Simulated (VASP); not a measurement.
# ZnO (P6_3mc) in VASP: further runs

Runs on ZnO. Level: r2SCAN. Tasks: single point.

Program: VASP 6.6.1. These are calculated values, not measurements. Logs are shortened: lines on timing, memory, paths and dates and some standing lists are left out, and cuts for length are marked.

**What was measured.**

“Electronic structure of alkaline earth and post-transition metal oxides”, 2009, arxiv:0908.1581 quotes, for a bulk crystal of ZnO: band gap 3.37 eV.

The results are compared with them further down.

## 1. The cell of the first run

The structure is hexagonal, space group P6_3mc (No. 186). Conventional cell: a = 3.249 Å, b = 3.249 Å, c = 5.204 Å, α = 90.00°, β = 90.00°, γ = 120.00°. Within 2.6 Å of Zn (site symmetry 3m) lie 4 O at 1.97 to 1.99 Å. O (site symmetry 3m) has 4 Zn at 1.97 to 1.99 Å within 2.6 Å.

## 2. Single point, r2SCAN

POSCAR

```
ZnO
1.0
    3.2493987239      0.0000000000      0.0000000000
   -1.6246993619      2.8140618419      0.0000000000
    0.0000000000      0.0000000000      5.2038000000
Zn O
2 2
Direct
    0.3333333333      0.6666666667      0.0000000000
    0.6666666667      0.3333333333      0.5000000000
    0.3333333333      0.6666666667      0.3821000000
    0.6666666667      0.3333333333      0.8821000000
```

INCAR.step1

```
SYSTEM = ZnO
PREC = Accurate
ENCUT = 520
ISMEAR = 0
SIGMA = 0.1
LREAL = .FALSE.
LASPH = .TRUE.
NELM = 60
NBANDS = 26
GGA = PE
ALGO = Normal
EDIFF = 1E-4
LWAVE = .TRUE.
LCHARG = .FALSE.
```

INCAR.step2

```
SYSTEM = ZnO
PREC = Accurate
ENCUT = 520
EDIFF = 1E-7
ISMEAR = 0
SIGMA = 0.1
LREAL = .FALSE.
LASPH = .TRUE.
NELM = 60
ALGO = Normal
ISIF = 2
LWAVE = .FALSE.
LCHARG = .FALSE.
METAGGA = R2SCAN
LMIXTAU = .TRUE.
NBANDS = 26
ISTART = 1
```

KPOINTS

```
Automatic mesh
0
G
  6 6 4
  0 0 0
```

Potentials or basis: VASP PAW PBE potentials, release 64 (Zn, O).

Started as:

```
cat potpaw_PBE.64/Zn/POTCAR potpaw_PBE.64/O/POTCAR > POTCAR
cp INCAR.step1 INCAR
mpirun -np 1 vasp_std > vasp.out
cp INCAR.step2 INCAR
mpirun -np 1 vasp_std > vasp.out
```

OUTCAR:

```text
SYSTEM = ZnO
   PREC = Accurate
   ENCUT = 520
   EDIFF = 1E-7
   ISMEAR = 0
   LREAL = .FALSE.
   LASPH = .TRUE.
   NELM = 60
   ISIF = 2
   METAGGA = R2SCAN
   ISTART = 1

 ion  position               nearest neighbor table
   1  0.333  0.667  0.000-   4 1.97   4 1.97   4 1.97   3 1.99
   2  0.667  0.333  0.500-   3 1.97   3 1.97   3 1.97   4 1.99
   3  0.333  0.667  0.382-   2 1.97   2 1.97   2 1.97   1 1.99
   4  0.667  0.333  0.882-   1 1.97   1 1.97   1 1.97   2 1.99

  LATTYP: Found a hexagonal cell.
 ALAT       =     3.2493987239
 C/A-ratio  =     1.6014655148

  Lattice vectors:

 A1 = (   3.2493987239,   0.0000000000,   0.0000000000)
 A2 = (  -1.6246993619,   2.8140618419,   0.0000000000)
 A3 = (   0.0000000000,   0.0000000000,   5.2038000000)

Analysis of symmetry for initial positions (statically):
=====================================================================
 Subroutine PRICEL returns:
 Original cell was already a primitive cell.

 Routine SETGRP: Setting up the symmetry group for a
 hexagonal supercell.

 Subroutine GETGRP returns: Found 12 space group operations
 (whereof  6 operations were pure point group operations)
 out of a pool of 24 trial point group operations.

The static configuration has the point symmetry C_3v.
 The point group associated with its full space group is C_6v.

Analysis of symmetry for dynamics (positions and initial velocities):
=====================================================================
 Subroutine PRICEL returns:
 Original cell was already a primitive cell.

 Routine SETGRP: Setting up the symmetry group for a
 hexagonal supercell.

 Subroutine GETGRP returns: Found 12 space group operations
 (whereof  6 operations were pure point group operations)
 out of a pool of 24 trial point group operations.

The dynamic configuration has the point symmetry C_3v.
 The point group associated with its full space group is C_6v.

 Subroutine INISYM returns: Found 12 space group operations
 (whereof  6 operations are pure point group operations),
 and found     1 'primitive' translations

----------------------------------------------------------------------------------------

                                     Primitive cell

  volume of cell :      47.5836

  direct lattice vectors                    reciprocal lattice vectors
     3.249398724  0.000000000  0.000000000     0.307749244  0.177679109  0.000000000
    -1.624699362  2.814061842  0.000000000     0.000000000  0.355358217  0.000000000
     0.000000000  0.000000000  5.203800000     0.000000000  0.000000000  0.192167262

  length of vectors
     3.249398724  3.249398724  5.203800000     0.355358217  0.355358217  0.192167262

  position of ions in fractional coordinates (direct lattice)
     0.333333333  0.666666667  0.000000000
     0.666666667  0.333333333  0.500000000
     0.333333333  0.666666667  0.382100000
     0.666666667  0.333333333  0.882100000

  ion indices of the primitive-cell ions
   primitive index   ion index
                 1           1
                 2           2
                 3           3
                 4           4

----------------------------------------------------------------------------------------

 KPOINTS: Automatic mesh

Automatic generation of k-mesh.
 Grid dimensions read from file:
 generate k-points for:    6    6    4

 Generating k-lattice:

  Cartesian coordinates                     Fractional coordinates (reciprocal lattice)
     0.051291541  0.029613185  0.000000000     0.166666667  0.000000000  0.000000000
     0.000000000  0.059226370  0.000000000     0.000000000  0.166666667  0.000000000
     0.000000000  0.000000000  0.048041816     0.000000000  0.000000000  0.250000000

  Length of vectors
     0.059226370  0.059226370  0.048041816

  Shift w.r.t. Gamma in fractional coordinates (k-lattice)
     0.000000000  0.000000000  0.000000000

 Subroutine IBZKPT returns following result:
 ===========================================

 Found     21 irreducible k-points:

 Following reciprocal coordinates:
            Coordinates               Weight
  0.000000  0.000000  0.000000      1.000000
  0.166667  0.000000  0.000000      6.000000
  0.333333  0.000000  0.000000      6.000000
  0.500000  0.000000  0.000000      3.000000
  0.166667  0.166667  0.000000      6.000000
  0.333333  0.166667  0.000000     12.000000
[... 13 lines left out ...]
  0.333333  0.166667  0.500000     12.000000
  0.333333  0.333333  0.500000      2.000000
   k-points           NKPTS =     21   k-points in BZ     NKDIM =     21   number of bands    NBANDS=     26
   number of dos      NEDOS =    301   number of ions     NIONS =      4
   total plane-waves  NPLWV =  23040
   dimension x,y,z NGX =    24 NGY =   24 NGZ =   40
   dimension x,y,z NGXF=    48 NGYF=   48 NGZF=   80
   ions per type =               2   2
   NGX,Y,Z   is equivalent  to a cutoff of  12.28, 12.28, 12.78 a.u.
   NGXF,Y,Z  is equivalent  to a cutoff of  24.56, 24.56, 25.56 a.u.
 SYSTEM =  ZnO
   PREC   = accura    normal or accurate (medium, high low for compatibility)
   ISTART =      1    job   : 0-new  1-cont  2-samecut
   ICHARG =      0    charge: 1-file 2-atom 10-const
   ISPIN  =      1    spin polarized calculation?
   LNONCOLLINEAR =      F non collinear calculations
   LSORBIT =      F    spin-orbit coupling
   LASPH  =      T    aspherical Exc in radial PAW
   ENCUT  =  520.0 eV  38.22 Ry    6.18 a.u.   6.04  6.04  9.68*2*pi/ulx,y,z
   NELM   =     60;   NELMIN=  2; NELMDL=  0     # of ELM steps
   EDIFF  = 0.1E-06   stopping-criterion for ELM
   LREAL  =      F    real-space projection
   EDIFFG = 0.1E-05   stopping-criterion for IOM
   NSW    =      0    number of steps for IOM
   IBRION =     -1    ionic relax: 0-MD 1-quasi-New 2-CG
   NFREE  =      0    steps in history (QN), initial steepest desc. (CG)
   ISIF   =      2    stress and relaxation
   ISYM   =      2    0-nonsym 1-usesym 2-fastsym
   POTIM  = 0.5000    time-step for ionic-motion
   TEBEG  =    0.0;   TEEND  =   0.0 temperature during run
   PSTRESS=    0.0 pullay stress
   NELECT =      36.0000    total number of electrons
   NUPDOWN=      -1.0000    fix difference up-down
   EMIN   =  10.00;   EMAX   =-10.00  energy-range for DOS
   EFERMI =   0.00;   METHOD = LEGACY
   ISMEAR =     0;   SIGMA  =   0.10  broadening in eV -4-tet -1-fermi 0-gaus
   EFERMI_NEDOS =   21; number of points for ismear=-14 and -15
   IALGO  =     38    algorithm
   IMIX   =      4    mixing-type and parameters
     AMIX     =   0.40;   BMIX     =  1.00
     AMIX_MAG =   1.60;   BMIX_MAG =  1.00
  volume/ion in A,a.u.               =      11.90        80.28
  Fermi-wavevector in a.u.,A,eV,Ry     =   1.491729  2.818959 30.276436  2.225255
  Thomas-Fermi vector in A             =   2.604347
   LORBIT       =      0    0 simple, 1 ext, 2 COOP (PROOUT), +10 PAW based schemes
   METAGGA = R2SCAN    functional components
   LHFCALC =     F    Hartree Fock is set to
   AEXX    =    0.0000 exact exchange contribution
   IVDW    =     0    specifies the selected vdW correction
   LEPSILON=     F    determine dielectric tensor
   LRPA    =     F    only Hartree local field effects (RPA)
 non-spin polarized calculation
 Gauss-broadening in eV      SIGMA  =   0.10
  energy-cutoff  :      520.00
  volume of cell :       47.58
 maximum number of plane-waves:      1302
   NGX = 13   NGY = 13   NGZ = 19

 number of electron      36.0000016 magnetization

 Free energy of the ion-electron system (eV)
  ---------------------------------------------------
  ext. energy  EPLUGINS =         0.00000000
  ---------------------------------------------------
  free energy    TOTEN  =       -36.31586655 eV

  energy without entropy =      -36.31586655  energy(sigma->0) =      -36.31586655

 E-fermi :   1.3277     XC(G=0): -11.6632

 val. band max:        0.8512547474   @ k =   0.0000   0.0000   0.0000
 cond. band min:       2.0797613749   @ k =   0.0000   0.0000   0.0000
 fundamental gap:      1.2285066275
 Fermi energy:         1.3277190211

 k-point     1 :       0.0000    0.0000    0.0000
  band No.  band energies     occupation
      1     -18.2315      2.00000
      2     -17.5392      2.00000
      3      -4.9768      2.00000
      4      -4.9768      2.00000
      5      -4.8852      2.00000
      6      -4.8154      2.00000
[... 18 lines left out ...]
     25      15.8689      0.00000
     26      15.8691      0.00000

 k-point     2 :       0.1667    0.0000    0.0000
  band No.  band energies     occupation
      1     -18.0923      2.00000
      2     -17.4804      2.00000
      3      -5.1137      2.00000
      4      -4.8884      2.00000
      5      -4.8404      2.00000
      6      -4.7651      2.00000
[... 18 lines left out ...]
     25      15.7289      0.00000
     26      16.0862      0.00000

 k-point     3 :       0.3333    0.0000    0.0000
  band No.  band energies     occupation
      1     -17.7799      2.00000
      2     -17.3831      2.00000
      3      -5.2473      2.00000
      4      -4.8961      2.00000
      5      -4.7378      2.00000
      6      -4.5229      2.00000
[... 18 lines left out ...]
     25      15.1010      0.00000
     26      15.8204      0.00000

 k-point     4 :       0.5000    0.0000    0.0000
  band No.  band energies     occupation
      1     -17.5822      2.00000
      2     -17.3688      2.00000
      3      -5.1704      2.00000
      4      -4.9546      2.00000
      5      -4.6837      2.00000
      6      -4.3021      2.00000
[... 18 lines left out ...]
     25      14.8561      0.00000
     26      16.0157      0.00000

 k-point     5 :       0.1667    0.1667    0.0000
  band No.  band energies     occupation
      1     -17.8650      2.00000
      2     -17.4029      2.00000
      3      -5.1450      2.00000
      4      -4.9412      2.00000
      5      -4.7141      2.00000
      6      -4.6831      2.00000
[... 18 lines left out ...]
     25      14.2209      0.00000
     26      16.7936      0.00000

 k-point     6 :       0.3333    0.1667    0.0000
  band No.  band energies     occupation
      1     -17.5894      2.00000
      2     -17.3649      2.00000
      3      -5.0663      2.00000
      4      -4.8152      2.00000
      5      -4.6664      2.00000
      6      -4.4549      2.00000
[... 340 lines left out ...]
 k-point    18 :       0.5000    0.0000    0.5000
  band No.  band energies     occupation
      1     -17.4673      2.00000
      2     -17.4673      2.00000
      3      -5.3376      2.00000
      4      -5.3376      2.00000
      5      -4.4553      2.00000
      6      -4.4553      2.00000
[... 18 lines left out ...]
     25      15.4090      0.00000
     26      15.4090      0.00000

 k-point    19 :       0.1667    0.1667    0.5000
  band No.  band energies     occupation
      1     -17.6319      2.00000
      2     -17.6319      2.00000
      3      -5.2644      2.00000
      4      -5.2644      2.00000
      5      -4.7299      2.00000
      6      -4.7299      2.00000
[... 18 lines left out ...]
     25      15.1105      0.00000
     26      15.1105      0.00000

 k-point    20 :       0.3333    0.1667    0.5000
  band No.  band energies     occupation
      1     -17.4691      2.00000
      2     -17.4691      2.00000
      3      -5.1957      2.00000
      4      -5.1957      2.00000
      5      -4.5851      2.00000
      6      -4.5851      2.00000
[... 18 lines left out ...]
     25      15.8418      0.00000
     26      15.8418      0.00000

 k-point    21 :       0.3333    0.3333    0.5000
  band No.  band energies     occupation
      1     -17.4156      2.00000
      2     -17.4156      2.00000
      3      -4.9402      2.00000
      4      -4.9402      2.00000
      5      -4.7236      2.00000
      6      -4.7236      2.00000
[... 18 lines left out ...]
     25      17.2374      0.00000
     26      17.2374      0.00000

------------------------ aborting loop because EDIFF is reached ----------------------------------------

  FORCE on cell =-STRESS in cart. coord.  units (eV):
  Direction    XX          YY          ZZ          XY          YZ          ZX
  --------------------------------------------------------------------------------------
  -------------------------------------------------------------------------------------
  Total       -0.0620750     -0.0620750      0.0352597     -0.0000000     -0.0000000      0.0000000
  in kB       -2.0901130     -2.0901130      1.1872206     -0.0000000     -0.0000000      0.0000000
  external PRESSURE =      -0.9976685 kB  Pullay stress =       0.0000000 kB

 VOLUME and BASIS-vectors are now :
 -----------------------------------------------------------------------------
  energy-cutoff  :      520.00
  volume of cell :       47.58
      direct lattice vectors                 reciprocal lattice vectors
     3.249398724  0.000000000  0.000000000     0.307749244  0.177679109  0.000000000
    -1.624699362  2.814061842  0.000000000     0.000000000  0.355358217  0.000000000
     0.000000000  0.000000000  5.203800000     0.000000000  0.000000000  0.192167262

 POSITION                                       TOTAL-FORCE (eV/Angst)
 -----------------------------------------------------------------------------------
     -0.00000      1.87604      0.00000         0.000000      0.000000      0.019466
      1.62470      0.93802      2.60190        -0.000000     -0.000000      0.019466
     -0.00000      1.87604      1.98837        -0.000000      0.000000     -0.019466
      1.62470      0.93802      4.59027        -0.000000      0.000000     -0.019466
 -----------------------------------------------------------------------------------
    total drift:                               -0.000000      0.000000     -0.096465

  FREE ENERGIE OF THE ION-ELECTRON SYSTEM (eV)
  ---------------------------------------------------
  free  energy   TOTEN  =       -36.3158665539 eV

  energy  without entropy=      -36.3158665539  energy(sigma->0) =      -36.31586655
```

Run time: 65 s. Hardware: 1 thread of AMD EPYC 9R45 (Zen 5), shared host; peak memory 0.14 GiB.

What came out:

- Free energy: -36.3159 eV
- Pressure: -0.1 GPa
- Largest force: 0.019 eV/Å
- Band gap on the k mesh: 1.23 eV, direct

Forces in eV/Å, atoms in the order of the input:
```
Zn   0.000  0.000  0.019
Zn   0.000  0.000  0.019
O    0.000  0.000 -0.019
O    0.000  0.000 -0.019
```

Caveat: the PAW data sets were made with another functional, which shifts forces and pressure a little.

[end of part 1 of 2]
